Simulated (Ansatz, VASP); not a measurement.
# BN: VASP beside Ansatz

File INCAR:

```
SYSTEM = BN
ALGO = Normal
EDIFF = 1E-7
ENCUT = 520
GGA = PE
ISIF = 2
ISMEAR = 0
LASPH = .True.
LCHARG = .True.
LELF = .True.
LREAL = .False.
LVHAR = .True.
LWAVE = .False.
NBANDS = 36
NELM = 80
PREC = Accurate
SIGMA = 0.05
```

KPOINTS

```
k-points
0
Gamma
  10 10 2
  0 0 0
```

The input POSCAR:

```
BN
1.0
    1.8130010000     -1.8130010000      0.0000000000
    1.8130010000      0.0000000000     -1.8130010000
    7.9772044000      6.5268036000      7.2520040000
B N
6 6
Direct
    0.6416800000      0.6666666667      0.0624666667
   -0.3583200000      0.0000000000      0.8958000000
    0.2416800000      0.3333333333      0.2291333333
    0.4416800000      0.6666666667      0.5624666667
   -0.1583200000      0.0000000000      0.3958000000
    0.0416800000      0.3333333333      0.7291333333
    0.4916800000      0.6666666667      0.4374666667
    0.8916800000      1.0000000000      0.2708000000
    0.0916800000      0.3333333333      0.6041333333
    0.2916800000      0.6666666667      0.9374666667
   -0.3083200000      0.0000000000      0.7708000000
    0.2916800000      0.3333333333      0.1041333333
```

Input for Ansatz:

```yaml
crystal:
  lattice:
    - [1.813001, -1.813001, 0.0]
    - [1.813001, 0.0, -1.813001]
    - [7.9772044, 6.5268036, 7.252004]
  atoms:
    - { symbol: B, position: [0.64168, 0.6666666667, 0.0624666667] }
    - { symbol: B, position: [-0.35832, 0.0, 0.8958] }
    - { symbol: B, position: [0.24168, 0.3333333333, 0.2291333333] }
    - { symbol: B, position: [0.44168, 0.6666666667, 0.5624666667] }
    - { symbol: B, position: [-0.15832, 0.0, 0.3958] }
    - { symbol: B, position: [0.04168, 0.3333333333, 0.7291333333] }
    - { symbol: "N", position: [0.49168, 0.6666666667, 0.4374666667] }
    - { symbol: "N", position: [0.89168, 1.0, 0.2708] }
    - { symbol: "N", position: [0.09168, 0.3333333333, 0.6041333333] }
    - { symbol: "N", position: [0.29168, 0.6666666667, 0.9374666667] }
    - { symbol: "N", position: [-0.30832, 0.0, 0.7708] }
    - { symbol: "N", position: [0.29168, 0.3333333333, 0.1041333333] }
basis:
  ecutwfc: 420
kpoints:
  mp_grid: { grid: [10, 10, 2] }
hamiltonian:
  xc: pbe
scf:
  occupations: { method: gaussian, width: 0.05 }
output:
  forces: true
  stress: true
  eigenvalues: true
```

Alike in both runs: task single point; functional PBE; k mesh 10 × 10 × 2; occupations gaussian, width 0.05 eV; no spin polarisation.

|  | VASP | Ansatz |
| --- | --- | --- |
| version | VASP 6.6.1 | Ansatz 0.2.0 |
| potentials or method | VASP PAW PBE potentials, release 64 (B, N), cutoff 520 eV | scalar-relativistic, plane waves, PAW |
| valence electrons in the cell | 48 | 48 |

```csv
,VASP,Ansatz,Ansatz less VASP
gap on the k mesh at the Fermi level (eV),2.43,2.43,+0.006
least direct gap on the mesh (eV),3.36,3.37,+0.009
pressure (GPa),0.7,0.5,-0.21
"traceless stress, the component that is largest in VASP (GPa)",-13.37,-13.36,+0.003
rms of the force components (eV/Å),0.696,0.697,+0.0013
```

Atom by atom the forces differ by 0.003 eV/Å (rms over components). With one functional, cell and mesh, what is left measures potentials, basis and numerics.
